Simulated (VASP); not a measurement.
# Sr3Ti3HNO9 in VASP: further runs

The runs below take Sr3Ti3HNO9 through single point, with PBE.

Everything below comes from runs of VASP 6.6.1. Logs are shortened: lines on timing, memory, paths and dates and some standing lists are left out, and cuts for length are marked.

## 1. The cell of the first run

The cell holds a slab with vacuum, 17 atoms: a = 5.533 Å, b = 5.533 Å, c = 18.647 Å, α = 90.00°, β = 90.00°, γ = 60.00°.

## 2. Single point, PBE

INCAR reads:

```
ALGO = Normal ; EDIFF = 1E-6
ENCUT = 520 ; GGA = PE
ISIF = 2 ; ISMEAR = -1
LASPH = True ; LCHARG = True
LELF = True ; LREAL = Auto
LVHAR = True ; LWAVE = False
NBANDS = 77 ; NELM = 80
PREC = Accurate ; SIGMA = 0.02
```

KPOINTS reads:

```
k-points
0
Gamma
  2 2 1
```

POSCAR reads:

```
Sr3Ti3HNO9
1.0
    5.5333950000      0.0000000000      0.0000000000
    2.7666980000      4.7920610000      0.0000000000
    0.0000000000      0.0000000000     18.6474980000
Sr Ti O N H
3 3 9 1 1
Direct
    0.0000000000      0.0000000000      0.0536264972
    0.6662721875      0.6663729865      0.1593082353
    0.3296059776      0.3298372037      0.2965491671
    0.3333289206      0.3333430021      0.1141976259
    0.9991744300      0.0000626035      0.2447030695
    0.6566082083      0.6690023353      0.3527175603
    0.5000004518      0.0000000000      0.0536264972
    0.4999947788      0.4999936353      0.0536264972
   -0.0000056730      0.4999936353      0.0536264972
    0.1530981188      0.6732385084      0.1911355615
    0.1577020636      0.1611206535      0.1919077830
    0.6718186227      0.1562375771      0.1917576288
    0.7924565671      0.3502459589      0.3128194463
    0.8260190459      0.8259702871      0.3299370243
    0.3575995021      0.7829407848      0.3068025534
    0.2120793696      0.1654611659      0.3923153658
    0.0976784043      0.0671944702      0.4080225669
```

Potentials or basis: VASP PAW PBE potentials, release 64 (Sr_sv, Ti_sv, O, N, H).

On the command line:

```bash
cat potpaw_PBE.64/Sr_sv/POTCAR potpaw_PBE.64/Ti_sv/POTCAR potpaw_PBE.64/O/POTCAR potpaw_PBE.64/N/POTCAR potpaw_PBE.64/H/POTCAR > POTCAR
mpirun -np 1 vasp_std > vasp.out
```

OUTCAR:

```text
EDIFF = 1E-6
   ENCUT = 520
   GGA = PE
   ISIF = 2
   ISMEAR = -1
   LASPH = True
   LREAL = Auto
   NELM = 80
   PREC = Accurate

 ion  position               nearest neighbor table
   1  0.000  0.000  0.054-   9 2.77   8 2.77   7 2.77   7 2.77   8 2.77   9 2.77  11 3.00  10 3.01
                            12 3.02   4 3.39   4 3.39   4 3.39   5 3.56   2 3.75   2 3.75   2 3.76
   2  0.666  0.666  0.159-   8 2.53   7 2.54   9 2.54  10 2.78  12 2.79  11 2.82  11 2.84  12 2.87
                            10 2.88  15 3.13  13 3.24   4 3.30   4 3.31   4 3.31  14 3.53   5 3.57
   3  0.330  0.330  0.297-  16 2.24  11 2.54  12 2.55  10 2.56  15 2.60  13 2.64  14 2.84  14 2.84
                            13 2.93  15 2.96   5 3.31   6 3.34   5 3.35   5 3.35   6 3.36   6 3.39
   4  0.333  0.333  0.114-   8 1.96   9 1.96   7 1.96  10 2.17  12 2.17  11 2.21   2 3.30   2 3.31
                             2 3.31   1 3.39   1 3.39   1 3.39   3 3.40
   5  0.999  0.000  0.245-  11 1.82  12 1.85  10 1.86  15 2.08  13 2.11  14 2.30   3 3.31   3 3.35
                             3 3.35   1 3.56   2 3.57   2 3.57   2 3.57
   6  0.657  0.669  0.353-  14 1.62  15 1.68  13 1.70   3 3.34   3 3.36   3 3.39   2 3.61
   7  0.500  0.000  0.054-   4 1.96   2 2.54   1 2.77   1 2.77
   8  0.500  0.500  0.054-   4 1.96   2 2.53   1 2.77   1 2.77
   9  1.000  0.500  0.054-   4 1.96   2 2.54   1 2.77   1 2.77
  10  0.153  0.673  0.191-   5 1.86   4 2.17   3 2.56   2 2.78   2 2.88   1 3.01
  11  0.158  0.161  0.192-   5 1.82   4 2.21   3 2.54   2 2.82   2 2.84   1 3.00
  12  0.672  0.156  0.192-   5 1.85   4 2.17   3 2.55   2 2.79   2 2.87   1 3.02
  13  0.792  0.350  0.313-   6 1.70   5 2.11   3 2.64   3 2.93   2 3.24
  14  0.826  0.826  0.330-   6 1.62   5 2.30   3 2.84   3 2.84   2 3.53
  15  0.358  0.783  0.307-   6 1.68   5 2.08   3 2.60   3 2.96   2 3.13
  16  0.212  0.165  0.392-  17 1.06   3 2.24
  17  0.098  0.067  0.408-  16 1.06

  LATTYP: Found a hexagonal cell.
 ALAT       =     5.5333955625
 C/A-ratio  =     3.3699918593

  Lattice vectors:

 A1 = (  -2.7666980000,  -4.7920610000,   0.0000000000)
 A2 = (   5.5333950000,   0.0000000000,   0.0000000000)
 A3 = (   0.0000000000,   0.0000000000,  18.6474980000)

Analysis of symmetry for initial positions (statically):
=====================================================================
 Subroutine PRICEL returns:
 Original cell was already a primitive cell.

 Routine SETGRP: Setting up the symmetry group for a
 hexagonal supercell.

 Subroutine GETGRP returns: Found  1 space group operations
 (whereof  1 operations were pure point group operations)
 out of a pool of 24 trial point group operations.

The static configuration has the point symmetry C_1 .

Analysis of symmetry for dynamics (positions and initial velocities):
=====================================================================
[... 132 lines left out ...]
   EMIN   =  10.00;   EMAX   =-10.00  energy-range for DOS
   EFERMI =   0.00;   METHOD = LEGACY
   ISMEAR =    -1;   SIGMA  =   0.02  broadening in eV -4-tet -1-fermi 0-gaus
   EFERMI_NEDOS =   21; number of points for ismear=-14 and -15
   IALGO  =     38    algorithm
   IMIX   =      4    mixing-type and parameters
     AMIX     =   0.40;   BMIX     =  1.00
     AMIX_MAG =   1.60;   BMIX_MAG =  1.00
  volume/ion in A,a.u.               =      29.09       196.28
  Fermi-wavevector in a.u.,A,eV,Ry     =   1.037895  1.961337 14.656554  1.077226
  Thomas-Fermi vector in A             =   2.172354
   LORBIT       =      0    0 simple, 1 ext, 2 COOP (PROOUT), +10 PAW based schemes
   GGA     = PE    functional components
   LHFCALC =     F    Hartree Fock is set to
   AEXX    =    0.0000 exact exchange contribution
   IVDW    =     0    specifies the selected vdW correction
   LEPSILON=     F    determine dielectric tensor
   LRPA    =     F    only Hartree local field effects (RPA)
 non-spin polarized calculation
  energy-cutoff  :      520.00
  volume of cell :      494.46
 maximum number of plane-waves:     13340
 NGX is ok and might be reduce to    42
   NGX = 21   NGY = 21   NGZ = 69

 number of electron     125.9999993 magnetization

 Free energy of the ion-electron system (eV)
  ---------------------------------------------------
  ext. energy  EPLUGINS =         0.00000000
  ---------------------------------------------------
  free energy    TOTEN  =      -120.67075620 eV

  energy without entropy =     -120.64765739  energy(sigma->0) =     -120.65920679

 E-fermi :  -1.3268     XC(G=0):  -5.2277

 val. band max:       -1.3345123496   @ k =   0.0000   0.0000   0.0000
 cond. band min:      -1.2692629864   @ k =   0.0000   0.0000   0.0000
 fundamental gap:      0.0652493632
 Fermi energy:        -1.3268211534

 k-point     1 :       0.0000    0.0000    0.0000
  band No.  band energies     occupation
      1     -58.5778      2.00000
      2     -57.9920      2.00000
      3     -57.8294      2.00000
      4     -35.1088      2.00000
      5     -34.9259      2.00000
      6     -34.8806      2.00000
[... 301 lines left out ...]
     74       2.9225      0.00000
     75       3.3933      0.00000
 [bands above 75 left out]

------------------------ aborting loop because EDIFF is reached ----------------------------------------

  FORCE on cell =-STRESS in cart. coord.  units (eV):
  Direction    XX          YY          ZZ          XY          YZ          ZX
  --------------------------------------------------------------------------------------
  -------------------------------------------------------------------------------------
  Total       11.7348264      6.5710078     -0.3766637      3.4327779     -1.0420727      1.5929002
  in kB       38.0235509     21.2915845     -1.2204776     11.1229942     -3.3765564      5.1613650
  external PRESSURE =      19.3648859 kB  Pullay stress =       0.0000000 kB

 VOLUME and BASIS-vectors are now :
 -----------------------------------------------------------------------------
  energy-cutoff  :      520.00
  volume of cell :      494.46
      direct lattice vectors                 reciprocal lattice vectors
     5.533395000  0.000000000  0.000000000     0.180720878 -0.104339258  0.000000000
     2.766698000  4.792061000  0.000000000     0.000000000  0.208678479  0.000000000
     0.000000000  0.000000000 18.647498000     0.000000000  0.000000000  0.053626497

 POSITION                                       TOTAL-FORCE (eV/Angst)
 -----------------------------------------------------------------------------------
      0.00000      0.00000      1.00000        -0.032936     -0.025245     -0.697824
      5.53040      3.19330      2.97070        -0.069184     -0.044543     -0.282310
      2.73640      1.58060      5.52990         0.931603      0.670305     -1.119566
      2.76670      1.59740      2.12950         0.142195      0.126478     -4.246572
      5.52900      0.00030      4.56310        -0.308828      0.001275     -1.090443
      5.48420      3.20590      6.57730        -1.752283     -0.915717      5.577503
[... 9 lines left out ...]
      1.63130      0.79290      7.31570        -1.456808     -1.528455      2.373600
      0.72640      0.32200      7.60860         0.923357      0.573030      0.070875
 -----------------------------------------------------------------------------------
    total drift:                               -0.008060      0.004964     -0.015654

  FREE ENERGIE OF THE ION-ELECTRON SYSTEM (eV)
  ---------------------------------------------------
  free  energy   TOTEN  =      -120.6707562010 eV

  energy  without entropy=     -120.6476573883  energy(sigma->0) =     -120.65920679
```

OSZICAR:

```text
N       E                     dE             d eps       ncg     rms          rms(c)
DAV:   1     0.148595047306E+04    0.14860E+04   -0.62044E+04   680   0.151E+03
DAV:   2     0.615723512685E+02   -0.14244E+04   -0.13875E+04   796   0.432E+02
DAV:   3    -0.136533578425E+03   -0.19811E+03   -0.19669E+03   779   0.164E+02
[... 29 lines left out ...]
DAV:  33    -0.120670743352E+03   -0.27542E-04   -0.20967E-06   520   0.498E-03    0.689E-03
DAV:  34    -0.120670752643E+03   -0.92905E-05   -0.11562E-06   480   0.315E-03    0.370E-03
DAV:  35    -0.120670754444E+03   -0.18011E-05   -0.22493E-07   408   0.189E-03    0.302E-03
DAV:  36    -0.120670756054E+03   -0.16103E-05   -0.50443E-07   424   0.149E-03    0.488E-03
DAV:  37    -0.120670756201E+03   -0.14702E-06   -0.82617E-08   392   0.112E-03
   1 F= -.12067076E+03 E0= -.12065921E+03  d E =-.230988E-01
```

stdout:

```text
POSCAR found type information on POSCAR SrTiO N H
 POSCAR found :  5 types and      17 ions
 scaLAPACK will be used
 LDA part: xc-table for (Slater+PW92), standard interpolation
 POSCAR, INCAR and KPOINTS ok, starting setup
 FFT: planning ... GRIDC
 FFT: planning ... GRID_SOFT
 FFT: planning ... GRID
 WAVECAR not read
 entering main loop
```

Wall time 7.2 min (1 thread of Intel Xeon Platinum 8488C (Sapphire Rapids), shared host); peak memory 0.61 GiB.

Results:

* Free energy: -120.6708 eV
* Largest force: 6.005 eV/Å
* Band gap on the k mesh: zero (bands 63 and 64 overlap by 0.02 eV)

Forces in eV/Å, atoms in the order of the input:
```
Sr  -0.033 -0.025 -0.698
Sr  -0.069 -0.045 -0.282
Sr   0.932  0.670 -1.120
Ti   0.142  0.126 -4.247
Ti  -0.309  0.001 -1.090
Ti  -1.752 -0.916  5.578
O   -0.058  1.569  2.126
O   -1.427 -0.829  2.290
O    1.325 -0.837  2.101
O   -0.204 -0.528 -0.418
O    0.434  0.267 -0.319
O   -0.582  0.143 -0.380
O    0.336 -3.362 -1.444
O    4.832  2.564 -2.477
O   -3.034  2.155 -2.064
N   -1.457 -1.528  2.374
H    0.923  0.573  0.071
```

Caveat: the k points lie up to 0.66 Å⁻¹ apart; there is no dipole correction, which matters where the two faces differ; semilocal functionals often make such compounds metallic where correlation or magnetic order opens a gap, which also shifts bond lengths.

## 3. Single point, PBE

INCAR reads:

```
PREC     = Accurate       # precision mode
ENCUT    = 520            # plane-wave cutoff, eV
EDIFF    = 1E-6           # SCF threshold, eV
ISMEAR   = -1             # smearing method
SIGMA    = 0.02           # smearing width, eV
LREAL    = Auto         
LASPH    = T              # aspherical terms in the spheres
NELM     = 100            # most SCF steps
ALGO     = Normal         # electronic algorithm
ISIF     = 2              # what is computed and relaxed
LWAVE    = F              # write WAVECAR
LCHARG   = F              # write CHGCAR
GGA      = PE             # functional
NBANDS   = 77             # bands
```

KPOINTS reads:

```
regular mesh
0
Gamma
  2 2 1
```

POSCAR reads:

```
Sr3Ti3HNO9
1.0
    5.5333950000      0.0000000000      0.0000000000
    2.7666980000      4.7920610000      0.0000000000
    0.0000000000      0.0000000000     18.6474980000
Sr Ti O N H
3 3 9 1 1
Direct
    0.0000000000      0.0000000000      0.0536264972
    0.6653542567      0.6656426118      0.1472476361
    0.3314638968      0.3355549940      0.2953157576
    0.3333289206      0.3333430021      0.1141976259
    0.9877985526     -0.0012938066      0.2479099341
    0.6353911462      0.6851957853      0.3635822886
    0.5000004518      0.0000000000      0.0536264972
    0.4999947788      0.4999936353      0.0536264972
   -0.0000056730      0.4999936353      0.0536264972
    0.1358469037      0.6526210747      0.1752996568
    0.1530249768      0.1664628226      0.1807534716
    0.6445763092      0.1506867296      0.1789945225
    0.8063746211      0.3245785060      0.3131626559
    0.8430324796      0.8204611753      0.3242847915
    0.3533804652      0.7845476091      0.2963132105
    0.3543562802      0.1366635358      0.4228717440
    0.1528690850      0.1575939872      0.4283630973
```

Potentials or basis: VASP PAW PBE potentials, release 64 (Sr_sv, Ti_sv, O, N, H).

On the command line:

```bash
cat potpaw_PBE.64/Sr_sv/POTCAR potpaw_PBE.64/Ti_sv/POTCAR potpaw_PBE.64/O/POTCAR potpaw_PBE.64/N/POTCAR potpaw_PBE.64/H/POTCAR > POTCAR
mpirun -np 1 vasp_std > vasp.out
```

It took 7.7 min on 1 thread of Intel Xeon Platinum 8488C (Sapphire Rapids), shared host; peak memory 0.61 GiB.

Results (log left out):

```
Free energy            : -120.8979 eV
Largest force          : 3.238 eV/Å
Band gap on the k mesh : zero (bands 63 and 64 overlap by 0.06 eV)
```

Forces in eV/Å, atoms in the order of the input:
```
Sr  -0.054 -0.072 -0.396
Sr   0.007  0.019  1.544
Sr  -0.443 -0.184 -0.399
Ti  -0.224  0.226 -2.534
Ti   0.640  0.994 -3.015
Ti   0.622  1.899 -2.112
O   -0.254  0.962  0.091
O   -1.163 -0.710  0.615
O    0.692 -0.772 -0.049
O    0.427  1.722  1.840
O   -1.818 -1.060  1.551
O    1.763 -0.655  2.074
O    0.498 -0.172  0.619
O   -1.051 -0.774  0.041
O    0.321  0.625  1.003
N   -0.827 -1.753 -1.103
H    0.866 -0.293  0.230
```

Levels at points of the mesh, in eV from the Fermi level:
```csv
k point,band 59,band 60,band 61,band 62,band 63,band 64,band 65,band 66,band 67,band 68
"(0.00, 0.00, 0.00)",-0.40,-0.26,-0.10,0.00,0.04,0.06,1.16,1.29,1.43,2.03
"(0.50, 0.00, 0.00)",-0.61,-0.46,-0.43,-0.29,-0.03,-0.02,1.44,1.71,1.79,1.95
"(0.50, 0.50, 0.00)",-0.59,-0.46,-0.37,-0.31,-0.04,-0.01,1.31,1.69,1.84,2.10
"(0.00, 0.50, 0.00)",-0.59,-0.51,-0.45,-0.38,-0.04,0.01,1.22,1.73,2.02,2.13
```

Caveat: the k points lie up to 0.66 Å⁻¹ apart; there is no dipole correction, which matters where the two faces differ; semilocal functionals often make such compounds metallic where correlation or magnetic order opens a gap, which also shifts bond lengths.

The gap in the log of VASP goes by the Fermi energy; the results here count the filled bands.